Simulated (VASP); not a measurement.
Wanted: the native input for a VASP 6.6.1 run.

| Item | Value |
| --- | --- |
| Task | single point |
| Functional | PBE |
| Potentials or basis | VASP PAW PBE potentials, release 64 (Na_pv, Cl) |
| Cutoff | 520 eV |
| k mesh | 6 × 6 × 6 |
| Occupations | gaussian, width 0.05 eV |
| Spin | no spin polarisation |
| Dipole correction | no |
| Further INCAR settings | ALGO = Normal; EDIFF = 1e-06; NBANDS = 22 |

The structure of NaCl lies in POSCAR:

```
NaCl
1.0
   -3.5050044763      0.0000000000     -3.5050044763
    0.0000000000     -3.5050044763     -3.5050044763
   -3.5050044763     -3.5050044763      0.0000000000
Na Cl
2 2
Direct
    0.0000000000      0.0000000000      0.0000000000
    0.5000000000      0.5000000000      0.5000000000
    0.2500000000      0.2500000000      0.2500000000
    0.7500000000      0.7500000000      0.7500000000
```

These files were run (other wordings do the same):

INCAR

```
SYSTEM = NaCl
PREC     = Accurate       ! precision mode
ENCUT    = 520            ! plane-wave cutoff, eV
EDIFF    = 1E-6           ! SCF threshold, eV
ISMEAR   = 0              ! smearing method
SIGMA    = 0.05           ! smearing width, eV
LREAL    = .False.        ! projectors in reciprocal space
LASPH    = .True.         ! aspherical terms in the spheres
NELM     = 100            ! most SCF steps
ALGO     = Normal         ! electronic algorithm
ISIF     = 2              ! what is computed and relaxed
LWAVE    = .False.        ! write WAVECAR
LCHARG   = .False.        ! write CHGCAR
GGA      = PE             ! functional
NBANDS   = 22             ! bands
```

KPOINTS

```
regular mesh
0
Gamma
  6 6 6
  0 0 0
```

Potentials or basis: VASP PAW PBE potentials, release 64 (Na_pv, Cl).

Command:

```sh
$ cat potpaw_PBE.64/Na_pv/POTCAR potpaw_PBE.64/Cl/POTCAR > POTCAR
$ mpirun -np 1 vasp_std > vasp.out
```

Results of the run:

| Property | Result |
| --- | --- |
| Pressure | 0.0 GPa |
| Band gap on the k mesh | 3.97 eV |

Run time: 15 s on 1 thread of Intel(R) Xeon(R) 6975P-C (Granite Rapids) (shared host), peak memory 0.23 GiB.
